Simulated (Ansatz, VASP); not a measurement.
Two plane-wave programs on Ga2O3

File INCAR:

```
SYSTEM = Ga2O3
  ALGO = Normal
  EDIFF = 1E-6
  ENCUT = 910
  GGA = PE
  GGA_COMPAT = .False.
  ISIF = 2
  ISMEAR = 0
  LASPH = .True.
  LCHARG = .True.
  LELF = .True.
  LREAL = .False.
  LVHAR = .True.
  LWAVE = .False.
  NBANDS = 55
  NELM = 120
  PREC = Accurate
  SIGMA = 0.05
```

The input KPOINTS:

```
k-points
0
Gamma
  6 6 6
  0 0 0
```

The input POSCAR:

```
Ga2O3
1.0
    2.5287245564      1.3918442751      4.5191358157
   -2.5287245564      1.3918442751      4.5191358157
    0.0000000000     -2.9880351348      4.5848340068
Ga O
4 6
Direct
    0.3558687539      0.3558687539      0.3558687539
    0.1441312461      0.1441312461      0.1441312461
    0.6441312461      0.6441312461      0.6441312461
    0.8558687539      0.8558687539      0.8558687539
    0.5531733332      0.9468266668      0.2500000000
    0.2500000000      0.5531733332      0.9468266668
    0.9468266668      0.2500000000      0.5531733332
    0.4468266668      0.0531733332      0.7500000000
    0.7500000000      0.4468266668      0.0531733332
    0.0531733332      0.7500000000      0.4468266668
```

Input for Ansatz:

```yaml
crystal:
  lattice:
    - [2.5287245564, 1.3918442751, 4.5191358157]
    - [-2.5287245564, 1.3918442751, 4.5191358157]
    - [0.0, -2.9880351348, 4.5848340068]
  atoms:
    - { symbol: Ga, position: [0.3558687539, 0.3558687539, 0.3558687539] }
    - { symbol: Ga, position: [0.1441312461, 0.1441312461, 0.1441312461] }
    - { symbol: Ga, position: [0.6441312461, 0.6441312461, 0.6441312461] }
    - { symbol: Ga, position: [0.8558687539, 0.8558687539, 0.8558687539] }
    - { symbol: O, position: [0.5531733332, 0.9468266668, 0.25] }
    - { symbol: O, position: [0.25, 0.5531733332, 0.9468266668] }
    - { symbol: O, position: [0.9468266668, 0.25, 0.5531733332] }
    - { symbol: O, position: [0.4468266668, 0.0531733332, 0.75] }
    - { symbol: O, position: [0.75, 0.4468266668, 0.0531733332] }
    - { symbol: O, position: [0.0531733332, 0.75, 0.4468266668] }
basis:
  ecutwfc: 420
kpoints:
  mp_grid: { grid: [6, 6, 6] }
hamiltonian:
  xc: pbe
scf:
  occupations: { method: gaussian, width: 0.05 }
output:
  forces: true
  stress: true
  eigenvalues: true
```

Change from the starting cell: strain -0.0300 x Voigt [0, 0, 0, 1, 0, 0], atoms carried along.

Alike in both runs: task single point; functional PBE; k mesh 6 × 6 × 6; occupations gaussian, width 0.05 eV; no spin polarisation.

```csv
,VASP,Ansatz
version,VASP 6.6.1,Ansatz 0.2.0
potentials or method,"VASP PAW PBE potentials, release 64 (Ga_d, O_h), cutoff 910 eV","scalar-relativistic, plane waves, PAW"
valence electrons in the cell,88,88
```

```tsv
	VASP	Ansatz	Ansatz less VASP
gap on the k mesh at the Fermi level (eV)	2.38	2.39	+0.005
least direct gap on the mesh (eV)	2.61	2.62	+0.005
rms of the force components (eV/Å)	0.086	0.087	+0.0011
```

Atom by atom the forces differ by 0.007 eV/Å (rms over components).

Noted on VASP's run: the cutoff is under 1.25 times that of the potentials, so the pressure is a little rough.
